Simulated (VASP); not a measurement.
Set up this calculation in VASP 6.6.1, as the native input.

```yaml
Task: single point
Functional: PBEsol
Potentials_or_basis: VASP PAW PBE potentials, release 64 (Cu_sv_GW, O_h)
Cutoff: 1340 eV
k_mesh: 7 × 7 × 4
Occupations: gaussian, width 0.05 eV
Spin: no spin polarisation
Hubbard_terms: Cu d U = 3.0 eV
Dipole_correction: no
Further_INCAR_settings: ALGO = Normal; EDIFF = 1e-06; NBANDS = 33
```

The structure of CuO lies in POSCAR:

```
CuO
1.0
    2.3418496200     -1.7112997200      0.0000000000
    2.3418496200      1.7112997200      0.0000000000
   -0.8500298600      0.0000000000      5.0578691900
Cu O
2 2
Direct
    0.0000000000      0.5000000000      0.0000000000
    0.5000000000      0.0000000000      0.5000000000
    0.5816000000      0.4184000000      0.2500000000
    0.4184000000      0.5816000000      0.7500000000
```

These files were run (other wordings do the same):

INCAR

```
PREC     = Accurate       # precision mode
ENCUT    = 1340           # plane-wave cutoff, eV
EDIFF    = 1E-6           # SCF threshold, eV
ISMEAR   = 0              # smearing method
SIGMA    = 0.05           # smearing width, eV
LREAL    = F              # projectors in reciprocal space
LASPH    = T              # aspherical terms in the spheres
NELM     = 200            # most SCF steps
ALGO     = Normal         # electronic algorithm
ISIF     = 2              # what is computed and relaxed
LWAVE    = F              # write WAVECAR
LCHARG   = F              # write CHGCAR
LMAXMIX  = 4              # l up to which the mixer works
LDAU     = T              # DFT+U
LDAUTYPE = 2            
LDAUL    = 2 -1           # shell
LDAUU    = 3 0            # U, eV
LDAUJ    = 0 0          
LDAUPRINT= 1            
GGA      = PS             # functional
NBANDS   = 33             # bands
GGA_COMPAT= F
```

KPOINTS

```
Automatic mesh
0
Gamma
  7 7 4
```

Potentials or basis: VASP PAW PBE potentials, release 64 (Cu_sv_GW, O_h).

Run with:

```bash
$ cat potpaw_PBE.64/Cu_sv_GW/POTCAR potpaw_PBE.64/O_h/POTCAR > POTCAR
$ mpirun -np 1 vasp_std > vasp.out
```

It gave:

* Pressure: -3.7 GPa
* Largest force: 0.338 eV/Å
* Band gap on the k mesh: zero (bands 25 and 26 overlap by 0.73 eV)

Caveat: the cell stands under tension; the PAW data sets were made with another functional, which shifts forces and pressure a little; U without spin polarisation on a metal has little footing.

It took 4.9 min on 1 thread of Intel(R) Xeon(R) 6975P-C (Granite Rapids), with other jobs on the host, peak memory 0.48 GiB.
